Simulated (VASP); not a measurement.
Write the native input for VASP 6.6.1 that does the following.

| Item | Value |
| --- | --- |
| Task | relaxation of cell and atoms |
| Functional | LDA |
| Potentials or basis | VASP PAW LDA potentials, release 64 (Cu) |
| Cutoff | 600 eV |
| k mesh | 16 × 16 × 16 |
| Occupations | gaussian, width 0.1 eV |
| Spin | no spin polarisation |
| Dipole correction | no |
| Further INCAR settings | ALGO = Normal; EDIFF = 1e-06; IBRION = 2; EDIFFG = -0.002; NSW = 100; ISIF = 3 |

The structure of Cu lies in POSCAR:

```
Cu
1.0
    0.0000000000      1.7598111920      1.7598111920
    1.7598111920      0.0000000000      1.7598111920
    1.7598111920      1.7598111920      0.0000000000
Cu
1
Direct
    0.0000000000      0.0000000000      0.0000000000
```

The input as run:

INCAR

```
PREC = Accurate
ENCUT = 600
EDIFF = 1E-6
ISMEAR = 0
SIGMA = 0.1
LREAL = F
LASPH = T
NELM = 100
ALGO = Normal
ISIF = 3
LWAVE = F
LCHARG = F
IBRION = 2
NSW = 100
EDIFFG = -0.002
```

KPOINTS

```
Automatic mesh
0
Gamma
  16 16 16
```

Potentials or basis: VASP PAW LDA potentials, release 64 (Cu).

Run with:

```console
$ cat potpaw_LDA.64/Cu/POTCAR > POTCAR
$ mpirun -np 1 vasp_std > vasp.out
```

It gave:

| Property | Result |
| --- | --- |
| Relaxed volume | 10.95 Å³/atom |
| Relaxed cell | a = 2.492 Å, b = 2.492 Å, c = 2.492 Å, α = 60.00°, β = 60.00°, γ = 60.00° |
| Space group after relaxing (to 0.05 Å) | Fm-3m (No. 225) |
| Energy gained by relaxing | 0.1 meV/atom |
| Ionic steps | 3 |
| Pressure after relaxing | 0.0 GPa |

Run time: 21 s on 1 thread of Intel(R) Xeon(R) Platinum 8259CL CPU @ 2.50GHz (Skylake/Cascade Lake) (shared host), peak memory 0.13 GiB.
